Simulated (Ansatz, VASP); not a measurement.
## MgH2 in VASP and in Ansatz

```xyz
3
Lattice="2.9106 0.0000 0.0000 -1.4553 2.5207 0.0000 0.0000 0.0000 8.7461" Properties=species:S:1:pos:R:3 pbc="T T T"
Mg    0.0000    1.6804    0.0000
H     1.4553    0.8402    7.5852
H     1.4553    0.8402    1.1608
```

Change from the starting cell: species swapped into the WS2 type (P-6m2, No. 187).

Alike in both runs: functional PBE; k mesh 7 × 7 × 2; occupations gaussian, width 0.15 eV; no spin polarisation.

Ansatz relaxed the structure, and its values are those at the end. VASP's run is a single point on that final structure, the one shown.

```csv
,VASP,Ansatz
version,VASP 6.6.1,Ansatz 0.2.0
potentials or method,"VASP PAW PBE potentials, release 64 (Mg, H), cutoff 600 eV","scalar-relativistic, plane waves, PAW"
valence electrons in the cell,4,12
```

|  | VASP | Ansatz | Ansatz less VASP |
| --- | --- | --- | --- |
| gap on the k mesh at the Fermi level (eV) | 1.59 | 1.61 | +0.017 |
| least direct gap on the mesh (eV) | 1.73 | 1.75 | +0.017 |
| pressure (GPa) | -0.1 | 0.0 | +0.08 |
| rms of the force components (eV/Å) | 0.004 | 0.005 | +0.0010 |

VASP's potentials hold 4 valence electrons a cell and Ansatz's 12, so a difference there can come from the potentials and not from the codes.
